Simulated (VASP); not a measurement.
Wanted: the native input for a VASP 6.6.1 run.

```
Task                   : single point
Functional             : PBE
Dispersion             : D3(BJ)
Potentials or basis    : VASP PAW PBE potentials, release 64 (Se, In_d)
Cutoff                 : 520 eV
k mesh                 : 9 × 9 × 1
Occupations            : gaussian, width 0.02 eV
Spin                   : no spin polarisation
Dipole correction      : yes
Further INCAR settings : ALGO = Normal; EDIFF = 1e-07; NBANDS = 27
```

The structure of InSe lies in POSCAR:

```
InSe
1.0
    4.0940000000      0.0000000000      0.0000000000
   -2.0470000000      3.5455080031      0.0000000000
    0.0000000000      0.0000000000     36.7211901288
Se In
2 2
Direct
    0.0000000000      0.0000000000      0.4250702551
    0.0000000000      0.0000000000      0.5749020002
    0.6666666667      0.3333333333      0.4611131992
    0.6666666667      0.3333333333      0.5388591109
```

One way to write it, as run:

INCAR

```
PREC = Accurate
ENCUT = 520
EDIFF = 1E-7
ISMEAR = 0
SIGMA = 0.02
LREAL = F
LASPH = T
NELM = 100
ALGO = Normal
ISIF = 2
LWAVE = F
LCHARG = F
LDIPOL = T
IDIPOL = 3
DIPOL = 0.5 0.5 0.500
GGA = PE
IVDW = 12
NBANDS = 27
```

KPOINTS

```
Automatic mesh
0
Gamma
  9 9 1
```

Potentials or basis: VASP PAW PBE potentials, release 64 (Se, In_d).

Command:

```console
$ cat potpaw_PBE.64/Se/POTCAR potpaw_PBE.64/In_d/POTCAR > POTCAR
$ mpirun -np 1 vasp_std > vasp.out
```

It gave:

| Property | Result |
| --- | --- |
| Largest force | 0.386 eV/Å |
| Band gap on the k mesh | 1.47 eV, indirect (least direct gap 1.52 eV) |
| Dispersion energy per atom | -0.211 eV |

Caveat: spin-orbit coupling is left out, which moves the levels of the heavy elements.

Run time: 4.7 min on 1 thread of Intel(R) Xeon(R) Platinum 8488C (Sapphire Rapids), with other jobs on the host, peak memory 0.6 GiB.
